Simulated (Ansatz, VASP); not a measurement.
# Two plane-wave programs on RbSrBr3

File POSCAR:

```
RbSrBr3
1.0
    5.9460751198      0.0000000000      0.0000000000
    0.0000000000      5.9460751198      0.0000000000
    0.0000000000      0.0000000000      5.9460751198
Rb Sr Br
1 1 3
Direct
    0.0000000000      0.0000000000      0.0000000000
    0.5000000000      0.5000000000      0.5000000000
    0.5000000000      0.5000000000      0.0000000000
    0.5000000000      0.0000000000      0.5000000000
    0.0000000000      0.5000000000      0.5000000000
```

The input INCAR.step1:

```
PREC = Accurate
ENCUT = 520
ISMEAR = 0
SIGMA = 0.01
LREAL = False
LASPH = True
NELM = 100
NBANDS = 28
GGA = PE
ALGO = Normal
EDIFF = 1E-4
LWAVE = True
LCHARG = False
```

INCAR.step2

```
PREC = Accurate
ENCUT = 520
EDIFF = 1E-6
ISMEAR = 0
SIGMA = 0.01
LREAL = False
LASPH = True
NELM = 100
ALGO = Normal
ISIF = 2
LWAVE = False
LCHARG = False
METAGGA = R2SCAN
LMIXTAU = True
NBANDS = 28
ISTART = 1
```

File KPOINTS:

```
Automatic mesh
0
Gamma
  4 4 4
```

Input for Ansatz:

```yaml
crystal:
  lattice:
    - [5.9460751198, 0.0, 0.0]
    - [0.0, 5.9460751198, 0.0]
    - [0.0, 0.0, 5.9460751198]
  atoms:
    - { symbol: Rb, position: [0.0, 0.0, 0.0] }
    - { symbol: Sr, position: [0.5, 0.5, 0.5] }
    - { symbol: Br, position: [0.5, 0.5, 0.0] }
    - { symbol: Br, position: [0.5, 0.0, 0.5] }
    - { symbol: Br, position: [0.0, 0.5, 0.5] }
kpoints:
  mp_grid: { grid: [4, 4, 4] }
  band_path:
    path: [[0.0, 0.0, 0.0], [0.0, 0.5, 0.0], [0.5, 0.5, 0.0], [0.5, 0.5, 0.5]]
    npoints: 1
hamiltonian:
  xc: r2scan
scf:
  occupations: { method: fixed }
  n_extra_bands: 5
output:
  forces: true
  stress: true
  eigenvalues: true
```

Alike in both runs: task single point; functional r2SCAN; k mesh 4 × 4 × 4; no spin polarisation.

```csv
,VASP,Ansatz
version,VASP 6.6.1,Ansatz 0.2.0
potentials or method,"VASP PAW PBE potentials, release 64 (Rb_sv, Sr_sv, Br)","plane waves, PAW"
plane-wave cutoff (eV),520,500
occupations,"gaussian, width 0.01 eV",fixed
valence electrons in the cell,40,40
```

Ansatz gave:

```
gap on the k mesh at the Fermi level (eV) : 4.60
pressure (GPa)                            : 0.0
```

Problem. Which values does VASP return?

Solution. gap on the k mesh at the Fermi level (eV): 4.60; pressure (GPa): 0.1.

VASP's potentials were made for PBE, not for r2SCAN.
